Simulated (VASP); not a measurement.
Here is a VASP 6.6.1 calculation.

Contents of INCAR:

```
PREC = Accurate
ENCUT = 520
EDIFF = 1E-7
ISMEAR = 0
SIGMA = 0.1
LREAL = F
LASPH = T
NELM = 80
ALGO = Fast
ISIF = 2
LWAVE = F
LCHARG = F
GGA = PS
IVDW = 12
NBANDS = 30
```

Contents of KPOINTS:

```
regular mesh
0
Gamma
  14 14 14
```

File POSCAR:

```
Ga3Sb
1.0
   -2.0928501583      2.0928501583      4.4746471164
    2.0928501583     -2.0928501583      4.4746471164
    2.0928501583      2.0928501583     -4.4746471164
Ga Sb
3 1
Direct
    0.7500000000      0.2500000000      0.5000000000
    0.2500000000      0.7500000000      0.5000000000
    0.5000000000      0.5000000000      0.0000000000
    0.0000000000      0.0000000000      0.0000000000
```

Potentials or basis: VASP PAW PBE potentials, release 64 (Ga_d, Sb).

The run is started by

```console
$ cat potpaw_PBE.64/Ga_d/POTCAR potpaw_PBE.64/Sb/POTCAR > POTCAR
$ mpirun -np 1 vasp_std > vasp.out
```

Problem. Predict the dispersion energy per atom.

Solution. -0.375 eV.

Problem. What does it give for the pressure?

Solution. 0.1 GPa.

Problem. Predict the band gap on the k mesh.

Solution. Zero (bands 22 and 23 overlap by 5.06 eV).

Caveat: the PAW data sets were made with another functional, which shifts forces and pressure a little; spin-orbit coupling is left out, which moves the levels of the heavy elements.
